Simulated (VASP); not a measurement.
# AlRu (P4/mmm) in VASP: notebook, part 2 of 4

VASP 6.6.1. Earlier steps stand in the parts before.

## Step 3: Single point, PBEsol (strain -0.0300 x Voigt [1, 0, 0, 0, 0, 0])

INCAR reads:

```
SYSTEM = AlRu
PREC = Accurate ; ENCUT = 520
EDIFF = 1E-6 ; ISMEAR = 0
SIGMA = 0.15 ; LREAL = .False.
LASPH = .True. ; NELM = 60
ALGO = Fast ; ISIF = 2
LWAVE = .False. ; LCHARG = .True.
GGA = PS ; LELF = .True.
LVHAR = .True. ; NBANDS = 16
```

KPOINTS reads:

```
regular mesh
0
Gamma
  16 16 16
  0 0 0
```

POSCAR reads:

```
AlRu
1.0
    2.9018520000      0.0000000000      0.0000000000
    0.0000000000      2.9916000000      0.0000000000
    0.0000000000      0.0000000000      2.9916000000
Al Ru
1 1
Direct
    0.0000000000      0.0000000000      0.0000000000
    0.5000000000      0.5000000000      0.5000000000
```

Potentials or basis: VASP PAW PBE potentials, release 64 (Al, Ru_pv).

Launch:

```console
> cat potpaw_PBE.64/Al/POTCAR potpaw_PBE.64/Ru_pv/POTCAR > POTCAR
> mpirun -np 1 vasp_std > vasp.out
```

OUTCAR:

```text
SYSTEM = AlRu
   PREC = Accurate
   ENCUT = 520
   EDIFF = 1E-6
   ISMEAR = 0
   LREAL = .False.
   LASPH = .True.
   NELM = 60
   ISIF = 2
   GGA = PS

 ion  position               nearest neighbor table
   1  0.000  0.000  0.000-   2 2.57   2 2.57   2 2.57   2 2.57   2 2.57   2 2.57   2 2.57   2 2.57

   2  0.500  0.500  0.500-   1 2.57   1 2.57   1 2.57   1 2.57   1 2.57   1 2.57   1 2.57   1 2.57

  LATTYP: Found a simple tetragonal cell.
 ALAT       =     2.9916000000
 C/A-ratio  =     0.9700000000

  Lattice vectors:

 A1 = (   0.0000000000,   2.9916000000,   0.0000000000)
 A2 = (   0.0000000000,   0.0000000000,   2.9916000000)
 A3 = (   2.9018520000,   0.0000000000,   0.0000000000)

Analysis of symmetry for initial positions (statically):
=====================================================================
 Subroutine PRICEL returns:
 Original cell was already a primitive cell.

 Routine SETGRP: Setting up the symmetry group for a
 simple tetragonal supercell.

 Subroutine GETGRP returns: Found 16 space group operations
 (whereof 16 operations were pure point group operations)
 out of a pool of 16 trial point group operations.

The static configuration has the point symmetry D_4h.

Analysis of symmetry for dynamics (positions and initial velocities):
=====================================================================
 Subroutine PRICEL returns:
 Original cell was already a primitive cell.

 Routine SETGRP: Setting up the symmetry group for a
 simple tetragonal supercell.

 Subroutine GETGRP returns: Found 16 space group operations
 (whereof 16 operations were pure point group operations)
 out of a pool of 16 trial point group operations.

The dynamic configuration has the point symmetry D_4h.

 Subroutine INISYM returns: Found 16 space group operations
 (whereof 16 operations are pure point group operations),
 and found     1 'primitive' translations

----------------------------------------------------------------------------------------

                                     Primitive cell

  volume of cell :      25.9706

  direct lattice vectors                    reciprocal lattice vectors
     2.901852000  0.000000000  0.000000000     0.344607513  0.000000000  0.000000000
     0.000000000  2.991600000  0.000000000     0.000000000  0.334269287  0.000000000
     0.000000000  0.000000000  2.991600000     0.000000000  0.000000000  0.334269287

  length of vectors
     2.901852000  2.991600000  2.991600000     0.344607513  0.334269287  0.334269287

  position of ions in fractional coordinates (direct lattice)
     0.000000000  0.000000000  0.000000000
     0.500000000  0.500000000  0.500000000

  ion indices of the primitive-cell ions
   primitive index   ion index
                 1           1
                 2           2

----------------------------------------------------------------------------------------

 KPOINTS: regular mesh

Automatic generation of k-mesh.
 Grid dimensions read from file:
 generate k-points for:   16   16   16

 Generating k-lattice:

  Cartesian coordinates                     Fractional coordinates (reciprocal lattice)
     0.021537970  0.000000000  0.000000000     0.062500000  0.000000000  0.000000000
     0.000000000  0.020891830  0.000000000     0.000000000  0.062500000  0.000000000
     0.000000000  0.000000000  0.020891830     0.000000000  0.000000000  0.062500000

  Length of vectors
     0.021537970  0.020891830  0.020891830

  Shift w.r.t. Gamma in fractional coordinates (k-lattice)
     0.000000000  0.000000000  0.000000000

 Subroutine IBZKPT returns following result:
 ===========================================

 Found    405 irreducible k-points:

 Following reciprocal coordinates:
            Coordinates               Weight
  0.000000  0.000000  0.000000      1.000000
  0.062500  0.000000  0.000000      2.000000
  0.125000  0.000000  0.000000      2.000000
  0.187500  0.000000  0.000000      2.000000
  0.250000  0.000000  0.000000      2.000000
  0.312500  0.000000  0.000000      2.000000
[... 16 lines left out ...]
  0.250000  0.125000  0.000000      8.000000
  0.312500  0.125000  0.000000      8.000000
 [... further k-points ...]
   k-points           NKPTS =    405   k-points in BZ     NKDIM =    405   number of bands    NBANDS=     16
   number of dos      NEDOS =    301   number of ions     NIONS =      2
   total plane-waves  NPLWV =  13824
   dimension x,y,z NGX =    24 NGY =   24 NGZ =   24
   dimension x,y,z NGXF=    48 NGYF=   48 NGZF=   48
   ions per type =               1   1
   NGX,Y,Z   is equivalent  to a cutoff of  13.75, 13.34, 13.34 a.u.
   NGXF,Y,Z  is equivalent  to a cutoff of  27.50, 26.67, 26.67 a.u.
 SYSTEM =  AlRu
   PREC   = accura    normal or accurate (medium, high low for compatibility)
   ISTART =      0    job   : 0-new  1-cont  2-samecut
   ICHARG =      2    charge: 1-file 2-atom 10-const
   ISPIN  =      1    spin polarized calculation?
   LNONCOLLINEAR =      F non collinear calculations
   LSORBIT =      F    spin-orbit coupling
   LASPH  =      T    aspherical Exc in radial PAW
   ENCUT  =  520.0 eV  38.22 Ry    6.18 a.u.   5.40  5.56  5.56*2*pi/ulx,y,z
   NELM   =     60;   NELMIN=  2; NELMDL= -5     # of ELM steps
   EDIFF  = 0.1E-05   stopping-criterion for ELM
   LREAL  =      F    real-space projection
   EDIFFG = 0.1E-04   stopping-criterion for IOM
   NSW    =      0    number of steps for IOM
   IBRION =     -1    ionic relax: 0-MD 1-quasi-New 2-CG
   NFREE  =      0    steps in history (QN), initial steepest desc. (CG)
   ISIF   =      2    stress and relaxation
   ISYM   =      2    0-nonsym 1-usesym 2-fastsym
   POTIM  = 0.5000    time-step for ionic-motion
   TEBEG  =    0.0;   TEEND  =   0.0 temperature during run
   PSTRESS=    0.0 pullay stress
   NELECT =      17.0000    total number of electrons
   NUPDOWN=      -1.0000    fix difference up-down
   EMIN   =  10.00;   EMAX   =-10.00  energy-range for DOS
   EFERMI =   0.00;   METHOD = LEGACY
   ISMEAR =     0;   SIGMA  =   0.15  broadening in eV -4-tet -1-fermi 0-gaus
   EFERMI_NEDOS =   21; number of points for ismear=-14 and -15
   IALGO  =     68    algorithm
   IMIX   =      4    mixing-type and parameters
     AMIX     =   0.40;   BMIX     =  1.00
     AMIX_MAG =   1.60;   BMIX_MAG =  1.00
  volume/ion in A,a.u.               =      12.99        87.63
  Fermi-wavevector in a.u.,A,eV,Ry     =   1.421446  2.686143 27.490691  2.020509
  Thomas-Fermi vector in A             =   2.542255
   LORBIT       =      0    0 simple, 1 ext, 2 COOP (PROOUT), +10 PAW based schemes
   GGA     = PS    functional components
   LHFCALC =     F    Hartree Fock is set to
   AEXX    =    0.0000 exact exchange contribution
   IVDW    =     0    specifies the selected vdW correction
   LEPSILON=     F    determine dielectric tensor
   LRPA    =     F    only Hartree local field effects (RPA)
 non-spin polarized calculation
 RMM-DIIS sequential band-by-band and
 Gauss-broadening in eV      SIGMA  =   0.15
  energy-cutoff  :      520.00
  volume of cell :       25.97
 maximum number of plane-waves:       727
 NGX is ok and might be reduce to    24
   NGX = 11   NGY = 11   NGZ = 11

 number of electron      16.9999999 magnetization

 Free energy of the ion-electron system (eV)
  ---------------------------------------------------
  ext. energy  EPLUGINS =         0.00000000
  ---------------------------------------------------
  free energy    TOTEN  =       -15.51296160 eV

  energy without entropy =      -15.49482555  energy(sigma->0) =      -15.50389357

 E-fermi :  11.0570     XC(G=0): -12.8444

 val. band max:       11.0553861426   @ k =   0.4375   0.2500   0.1875
 cond. band min:      11.0644659218   @ k =   0.3750   0.3750   0.3125
 fundamental gap:      0.0090797792
 Fermi energy:        11.0570445230

 k-point     1 :       0.0000    0.0000    0.0000
  band No.  band energies     occupation
      1     -30.6971      2.00000
      2     -30.6971      2.00000
      3     -30.6567      2.00000
      4       1.1675      2.00000
      5       7.2641      2.00000
      6       7.2736      2.00000
[... 8 lines left out ...]
     15      23.0341      0.00000
     16      26.7309      0.00000
[... 419 lines left out ...]
 k-point    24 :       0.3125    0.1250    0.0000
  band No.  band energies     occupation
      1     -30.8522      2.00000
      2     -30.7101      2.00000
      3     -30.6767      2.00000
      4       3.2685      2.00000
      5       7.3978      2.00000
      6       7.9981      2.00000
[... 8 lines left out ...]
     15      25.4690      0.00000
     16      25.6402      0.00000

 [... further k-points ...]

------------------------ aborting loop because EDIFF is reached ----------------------------------------

  FORCE on cell =-STRESS in cart. coord.  units (eV):
  Direction    XX          YY          ZZ          XY          YZ          ZX
  --------------------------------------------------------------------------------------
  -------------------------------------------------------------------------------------
  Total        1.2080771      0.2640737      0.2640737      0.0000000      0.0000000      0.0000000
  in kB       74.5285960     16.2912109     16.2912109      0.0000000      0.0000000      0.0000000
  external PRESSURE =      35.7036726 kB  Pullay stress =       0.0000000 kB

 VOLUME and BASIS-vectors are now :
 -----------------------------------------------------------------------------
  energy-cutoff  :      520.00
  volume of cell :       25.97
      direct lattice vectors                 reciprocal lattice vectors
     2.901852000  0.000000000  0.000000000     0.344607513  0.000000000  0.000000000
     0.000000000  2.991600000  0.000000000     0.000000000  0.334269287  0.000000000
     0.000000000  0.000000000  2.991600000     0.000000000  0.000000000  0.334269287

 POSITION                                       TOTAL-FORCE (eV/Angst)
 -----------------------------------------------------------------------------------
      0.00000      0.00000      0.00000         0.000000      0.000000      0.000000
      1.45093      1.49580      1.49580         0.000000      0.000000      0.000000
 -----------------------------------------------------------------------------------
    total drift:                                0.000000     -0.000000     -0.000000

  FREE ENERGIE OF THE ION-ELECTRON SYSTEM (eV)
  ---------------------------------------------------
  free  energy   TOTEN  =       -15.5129615988 eV

  energy  without entropy=      -15.4948255483  energy(sigma->0) =      -15.50389357
```

Run time: 82 s. Hardware: 1 thread of AMD EPYC 9R45 (Zen 5), shared host; peak memory 0.24 GiB.

Results:

| Property | Result |
| --- | --- |
| Free energy | -15.5130 eV |
| Pressure | 3.6 GPa |
| Band gap on the k mesh | zero (an odd number of electrons rules out a gap without spin polarisation) |

Stress tensor (GPa, compression positive):
```
7.45 0.00 0.00
0.00 1.63 0.00
0.00 0.00 1.63
```

Levels at points of the mesh, in eV from the Fermi level:
```csv
k point,band 7,band 8,band 9,band 10,band 11,band 12
"(0.00, 0.00, 0.00)",0.04,0.25,0.25,5.88,5.88,6.85
"(0.50, 0.00, 0.00)",-1.82,-1.82,0.36,2.74,7.39,10.87
"(0.00, 0.50, 0.00)",-1.80,-1.43,0.50,2.19,7.41,10.86
"(0.50, 0.50, 0.00)",-1.40,-1.29,-1.24,1.64,5.63,6.63
"(0.00, 0.50, 0.50)",-1.53,-1.04,-1.04,1.45,5.16,6.43
"(0.50, 0.50, 0.50)",1.57,1.80,2.77,4.08,4.08,4.29
```

Caveat: the cell differs from its parent crystal (strain -0.0300 x Voigt [1, 0, 0, 0, 0, 0]); the cell stands under pressure; the PAW data sets were made with another functional, which shifts forces and pressure a little.

[end of part 2 of 4]
